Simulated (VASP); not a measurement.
# InGa2As3 (Cmc2_1) in VASP: relaxation of cell and atoms with PBE

Aim: the relaxation of cell and atoms of InGa2As3 with PBE.

All numbers are computed with VASP 6.6.1; they aren't measurements. Logs are shortened: lines on timing, memory, paths and dates and some standing lists are left out, and cuts for length are marked.

### 1 The cell of the first run

Symmetry: Cmc2_1, No. 36, orthorhombic system. Conventional cell: a = 12.280 Å, b = 7.090 Å, c = 6.690 Å, α = 90.00°, β = 90.00°, γ = 90.00°. Within 3.3 Å of In (site symmetry m) lie 4 As at 2.51 Å. Ga (site symmetry 1) has 4 As at 2.51 Å within 3.3 Å. Within 3.3 Å of As (site symmetry 1) lie 3 Ga at 2.51 Å and 1 In at 2.51 Å. Within 3.3 Å of As (site symmetry m) lie 2 Ga at 2.51 Å and 2 In at 2.51 Å.

### 2 Relaxation of cell and atoms, PBE

File INCAR:

```
SYSTEM = InGa2As3
PREC     = Accurate       ! precision mode
ENCUT    = 600            ! plane-wave cutoff, eV
EDIFF    = 1E-6           ! SCF threshold, eV
ISMEAR   = 0              ! smearing method
SIGMA    = 0.2            ! smearing width, eV
LREAL    = .False.        ! projectors in reciprocal space
LASPH    = .True.         ! aspherical terms in the spheres
NELM     = 80             ! most SCF steps
ALGO     = Normal         ! electronic algorithm
ISIF     = 3              ! what is computed and relaxed
LWAVE    = .False.        ! write WAVECAR
LCHARG   = .False.        ! write CHGCAR
GGA      = PE             ! functional
IBRION   = 2              ! ionic algorithm
NSW      = 36             ! ionic steps
EDIFFG   = -0.08          ! ionic threshold
```

File KPOINTS:

```
regular mesh
0
Gamma
  3 3 3
  0 0 0
```

File POSCAR:

```
InGa2As3
1.0
    6.1400000000     -3.5450000000      0.0000000000
    6.1400000000      3.5450000000      0.0000000000
    0.0000000000      0.0000000000      6.6900000000
In Ga As
2 4 6
Direct
    0.1666700000      0.8333300000      0.5000000000
    0.8333300000      0.1666700000      0.0000000000
    0.5000000000      0.1666600000      0.5000000000
    0.8333400000      0.5000000000      0.5000000000
    0.5000000000      0.8333400000      0.0000000000
    0.1666600000      0.5000000000      0.0000000000
    0.5000000000      0.8333400000      0.3750000000
    0.8333300000      0.1666700000      0.3750000000
    0.1666600000      0.5000000000      0.3750000000
    0.5000000000      0.1666600000      0.8750000000
    0.8333400000      0.5000000000      0.8750000000
    0.1666700000      0.8333300000      0.8750000000
```

Potentials or basis: VASP PAW PBE potentials, release 64 (In_d, Ga_d, As).

Started as:

```bash
cat potpaw_PBE.64/In_d/POTCAR potpaw_PBE.64/Ga_d/POTCAR potpaw_PBE.64/As/POTCAR > POTCAR
mpirun -np 1 vasp_std > vasp.out
```

OUTCAR:

```text
SYSTEM = InGa2As3
   PREC = Accurate
   ENCUT = 600
   EDIFF = 1E-6
   ISMEAR = 0
   LREAL = .False.
   LASPH = .True.
   NELM = 80
   ISIF = 3
   GGA = PE
   IBRION = 2
   NSW = 36
   EDIFFG = -0.08

 ion  position               nearest neighbor table
   1  0.167  0.833  0.500-   7 2.51   9 2.51   8 2.51  12 2.51
   2  0.833  0.167  0.000-  10 2.51  11 2.51  12 2.51   8 2.51
   3  0.500  0.167  0.500-   7 2.51   8 2.51   9 2.51  10 2.51
   4  0.833  0.500  0.500-   9 2.51   8 2.51   7 2.51  11 2.51
   5  0.500  0.833  0.000-  10 2.51  12 2.51  11 2.51   7 2.51
   6  0.167  0.500  0.000-  11 2.51  12 2.51  10 2.51   9 2.51
   7  0.500  0.833  0.375-   3 2.51   1 2.51   4 2.51   5 2.51
   8  0.833  0.167  0.375-   3 2.51   4 2.51   1 2.51   2 2.51
   9  0.167  0.500  0.375-   4 2.51   1 2.51   3 2.51   6 2.51
  10  0.500  0.167  0.875-   5 2.51   2 2.51   6 2.51   3 2.51
  11  0.833  0.500  0.875-   6 2.51   2 2.51   5 2.51   4 2.51
  12  0.167  0.833  0.875-   5 2.51   6 2.51   2 2.51   1 2.51

  LATTYP: Found a base centered orthorhombic cell.
 ALAT       =     7.0900000000
 B/A-ratio  =     1.7320169252
 C/A-ratio  =     0.9435825106

  Lattice vectors:

 A1 = (  -6.1400000000,  -3.5450000000,   0.0000000000)
 A2 = (   6.1400000000,  -3.5450000000,   0.0000000000)
 A3 = (   0.0000000000,   0.0000000000,   6.6900000000)

Analysis of symmetry for initial positions (statically):
=====================================================================
 Subroutine PRICEL returns:
 Original cell was already a primitive cell.

 Routine SETGRP: Setting up the symmetry group for a
 base centered orthorhombic supercell.

 Subroutine GETGRP returns: Found  4 space group operations
 (whereof  2 operations were pure point group operations)
 out of a pool of  8 trial point group operations.

The static configuration has the point symmetry C_1h.
 The point group associated with its full space group is C_2v.

Analysis of symmetry for dynamics (positions and initial velocities):
=====================================================================
 Subroutine PRICEL returns:
 Original cell was already a primitive cell.

 Routine SETGRP: Setting up the symmetry group for a
 base centered orthorhombic supercell.

 Subroutine GETGRP returns: Found  4 space group operations
 (whereof  2 operations were pure point group operations)
 out of a pool of  8 trial point group operations.

The dynamic configuration has the point symmetry C_1h.
 The point group associated with its full space group is C_2v.

 Subroutine INISYM returns: Found  4 space group operations
 (whereof  2 operations are pure point group operations),
 and found     1 'primitive' translations

----------------------------------------------------------------------------------------

                                     Primitive cell

  volume of cell :     291.2331

  direct lattice vectors                    reciprocal lattice vectors
     6.140000000 -3.545000000  0.000000000     0.081433225 -0.141043724  0.000000000
     6.140000000  3.545000000  0.000000000     0.081433225  0.141043724  0.000000000
     0.000000000  0.000000000  6.690000000     0.000000000  0.000000000  0.149476831

  length of vectors
     7.089895979  7.089895979  6.690000000     0.162864060  0.162864060  0.149476831

  position of ions in fractional coordinates (direct lattice)
     0.166670000  0.833330000  0.500000000
     0.833330000  0.166670000  0.000000000
     0.500000000  0.166660000  0.500000000
     0.833340000  0.500000000  0.500000000
     0.500000000  0.833340000  0.000000000
     0.166660000  0.500000000  0.000000000
     0.500000000  0.833340000  0.375000000
     0.833330000  0.166670000  0.375000000
     0.166660000  0.500000000  0.375000000
     0.500000000  0.166660000  0.875000000
     0.833340000  0.500000000  0.875000000
     0.166670000  0.833330000  0.875000000

  ion indices of the primitive-cell ions
   primitive index   ion index
                 1           1
                 2           2
                 3           3
                 4           4
                 5           5
                 6           6
                 7           7
                 8           8
                 9           9
                10          10
                11          11
                12          12

----------------------------------------------------------------------------------------

 KPOINTS: regular mesh

Automatic generation of k-mesh.
 Grid dimensions read from file:
 generate k-points for:    3    3    3

 Generating k-lattice:

  Cartesian coordinates                     Fractional coordinates (reciprocal lattice)
     0.027144408 -0.047014575  0.000000000     0.333333333  0.000000000  0.000000000
     0.027144408  0.047014575  0.000000000     0.000000000  0.333333333  0.000000000
     0.000000000  0.000000000  0.049825610     0.000000000  0.000000000  0.333333333

  Length of vectors
     0.054288020  0.054288020  0.049825610

  Shift w.r.t. Gamma in fractional coordinates (k-lattice)
     0.000000000  0.000000000  0.000000000

 Subroutine IBZKPT returns following result:
 ===========================================

 Found      8 irreducible k-points:

 Following reciprocal coordinates:
            Coordinates               Weight
  0.000000  0.000000  0.000000      1.000000
  0.333333  0.000000  0.000000      4.000000
  0.333333  0.333333  0.000000      2.000000
 -0.333333  0.333333  0.000000      2.000000
  0.000000  0.000000  0.333333      2.000000
  0.333333  0.000000  0.333333      8.000000
  0.333333  0.333333  0.333333      4.000000
 -0.333333  0.333333  0.333333      4.000000
   k-points           NKPTS =      8   k-points in BZ     NKDIM =      8   number of bands    NBANDS=     64
   number of dos      NEDOS =    301   number of ions     NIONS =     12
   total plane-waves  NPLWV = 194400
   dimension x,y,z NGX =    60 NGY =   60 NGZ =   54
   dimension x,y,z NGXF=   120 NGYF=  120 NGZF=  108
   ions per type =               2   4   6
   NGX,Y,Z   is equivalent  to a cutoff of  14.07, 14.07, 13.42 a.u.
   NGXF,Y,Z  is equivalent  to a cutoff of  28.14, 28.14, 26.84 a.u.
 SYSTEM =  InGa2As3
   PREC   = accura    normal or accurate (medium, high low for compatibility)
   ISTART =      0    job   : 0-new  1-cont  2-samecut
   ICHARG =      2    charge: 1-file 2-atom 10-const
   ISPIN  =      1    spin polarized calculation?
   LNONCOLLINEAR =      F non collinear calculations
   LSORBIT =      F    spin-orbit coupling
   LASPH  =      T    aspherical Exc in radial PAW
   ENCUT  =  600.0 eV  44.10 Ry    6.64 a.u.  14.16 14.16 13.36*2*pi/ulx,y,z
   NELM   =     80;   NELMIN=  2; NELMDL= -5     # of ELM steps
   EDIFF  = 0.1E-05   stopping-criterion for ELM
   LREAL  =      F    real-space projection
   EDIFFG = -.8E-01   stopping-criterion for IOM
   NSW    =     36    number of steps for IOM
   IBRION =      2    ionic relax: 0-MD 1-quasi-New 2-CG
   NFREE  =      1    steps in history (QN), initial steepest desc. (CG)
   ISIF   =      3    stress and relaxation
   ISYM   =      2    0-nonsym 1-usesym 2-fastsym
   POTIM  = 0.5000    time-step for ionic-motion
   TEBEG  =    0.0;   TEEND  =   0.0 temperature during run
   PSTRESS=    0.0 pullay stress
   NELECT =     108.0000    total number of electrons
   NUPDOWN=      -1.0000    fix difference up-down
   EMIN   =  10.00;   EMAX   =-10.00  energy-range for DOS
   EFERMI =   0.00;   METHOD = LEGACY
   ISMEAR =     0;   SIGMA  =   0.20  broadening in eV -4-tet -1-fermi 0-gaus
   EFERMI_NEDOS =   21; number of points for ismear=-14 and -15
   IALGO  =     38    algorithm
   IMIX   =      4    mixing-type and parameters
     AMIX     =   0.40;   BMIX     =  1.00
     AMIX_MAG =   1.60;   BMIX_MAG =  1.00
  volume/ion in A,a.u.               =      24.27       163.78
  Fermi-wavevector in a.u.,A,eV,Ry     =   1.176167  2.222634 18.821891  1.383370
  Thomas-Fermi vector in A             =   2.312536
   LORBIT       =      0    0 simple, 1 ext, 2 COOP (PROOUT), +10 PAW based schemes
   GGA     = PE    functional components
   LHFCALC =     F    Hartree Fock is set to
   AEXX    =    0.0000 exact exchange contribution
   IVDW    =     0    specifies the selected vdW correction
   LEPSILON=     F    determine dielectric tensor
   LRPA    =     F    only Hartree local field effects (RPA)
 conjugate gradient relaxation of ions
 non-spin polarized calculation
 Gauss-broadening in eV      SIGMA  =   0.20
  energy-cutoff  :      600.00
  volume of cell :      291.23
 maximum number of plane-waves:      9744
 NGX is ok and might be reduce to    60
   NGX = 29   NGY = 29   NGZ = 27

--------------------------------------- Ionic step        1  -------------------------------------------

 number of electron     108.0000029 magnetization

 Free energy of the ion-electron system (eV)
  ---------------------------------------------------
  ext. energy  EPLUGINS =         0.00000000
  ---------------------------------------------------
  free energy    TOTEN  =       -47.46117224 eV

  energy without entropy =      -47.45247199  energy(sigma->0) =      -47.45682212

------------------------ aborting loop because EDIFF is reached ----------------------------------------

  FORCE on cell =-STRESS in cart. coord.  units (eV):
  Direction    XX          YY          ZZ          XY          YZ          ZX
  --------------------------------------------------------------------------------------
  -------------------------------------------------------------------------------------
  Total        7.2108651      7.2059732      9.0098980      0.0000000      0.0000000      0.0000000
  in kB       39.6695460     39.6426337     49.5666686      0.0000000      0.0000000      0.0000000
  external PRESSURE =      42.9596161 kB  Pullay stress =       0.0000000 kB
[... 307 lines left out ...]
  energy  without entropy=      -48.2612256028  energy(sigma->0) =      -48.26721265

--------------------------------------- Ionic step        8  -------------------------------------------

 number of electron     108.0000031 magnetization

 Free energy of the ion-electron system (eV)
  ---------------------------------------------------
  ext. energy  EPLUGINS =         0.00000000
  ---------------------------------------------------
  free energy    TOTEN  =       -48.27586155 eV

  energy without entropy =      -48.26378399  energy(sigma->0) =      -48.26982277

 E-fermi :   3.7633     XC(G=0):  -9.1679

 val. band max:        3.7205083877   @ k =   0.0000   0.0000   0.0000
 cond. band min:       4.3184779393   @ k =   0.0000   0.0000   0.0000
 fundamental gap:      0.5979695517
 Fermi energy:         3.7632765550

 k-point     1 :       0.0000    0.0000    0.0000
  band No.  band energies     occupation
      1     -11.1104      2.00000
      2     -11.1103      2.00000
      3     -11.1089      2.00000
      4     -11.0996      2.00000
      5     -11.0767      2.00000
      6     -11.0457      2.00000
[... 564 lines left out ...]
  FREE ENERGIE OF THE ION-ELECTRON SYSTEM (eV)
  ---------------------------------------------------
  free  energy   TOTEN  =       -48.2758615476 eV

  energy  without entropy=      -48.2637839858  energy(sigma->0) =      -48.26982277

 reached required accuracy - stopping structural energy minimisation
```

Run time: 38 min. Hardware: 1 thread of Intel Xeon Platinum 8488C (Sapphire Rapids), shared host; peak memory 0.58 GiB.

What came out:

```yaml
Free_energy: -48.2759 eV
Relaxed_volume: 25.61 Å³/atom
Relaxed_cell: a = 7.198 Å, b = 7.198 Å, c = 6.848 Å, α = 90.00°, β = 90.00°, γ = 60.02°
Space_group_after_relaxing_to_0.1_Å: Cmc2_1 (No. 36)
Energy_gained_by_relaxing: 67.9 meV/atom
Ionic_steps: 8
Pressure_after_relaxing: 0.0 GPa
Largest_force_after_relaxing: 0.031 eV/Å
Band_gap_on_the_k_mesh: zero (filled and empty bands touch)
```

Forces in eV/Å, atoms in the order of the input:
```
In   0.000 -0.025  0.017
In   0.000  0.025  0.017
Ga  -0.019  0.018 -0.007
Ga   0.019  0.018 -0.007
Ga   0.019 -0.018 -0.007
Ga  -0.019 -0.018 -0.007
As  -0.021  0.015 -0.003
As   0.000 -0.021  0.003
As   0.021  0.015 -0.003
As   0.021 -0.015 -0.003
As  -0.021 -0.015 -0.003
As   0.000  0.021  0.003
```

Step by step:
```tsv
step	energy change (eV)	largest force (eV/Å)	pressure (GPa)	volume (Å³)
1	0.0000	1.6458	4.30	291.23
2	-0.6119	0.5768	-1.71	319.53
3	-0.6151	0.6415	-1.33	317.28
4	-0.7517	0.3367	-0.53	311.19
5	-0.7979	0.2023	0.43	305.13
6	-0.8114	0.0952	-0.01	307.41
7	-0.8120	0.0834	-0.12	307.99
8	-0.8147	0.0307	0.00	307.35
```

Final structure:
```xyz
12
Lattice="6.2333 -3.5999 0.0000 6.2333 3.5999 0.0000 0.0000 0.0000 6.8484" Properties=species:S:1:pos:R:3 pbc="T T T"
In    6.2333    2.3703    3.4192
In    6.2333   -2.3703    6.8434
Ga    4.1260   -1.1835    3.4309
Ga    8.3407   -1.1835    3.4309
Ga    8.3407    1.1835    0.0067
Ga    4.1260    1.1835    0.0067
As    8.4282    1.1341    2.5134
As    6.2333   -2.2647    2.6692
As    4.0385    1.1341    2.5134
As    4.0385   -1.1341    5.9376
As    8.4282   -1.1341    5.9376
As    6.2333    2.2647    6.0933
```

Caveat: semilocal functionals underestimate gaps, so a narrow gap can read as zero; spin-orbit coupling is left out, which moves the levels of the heavy elements.
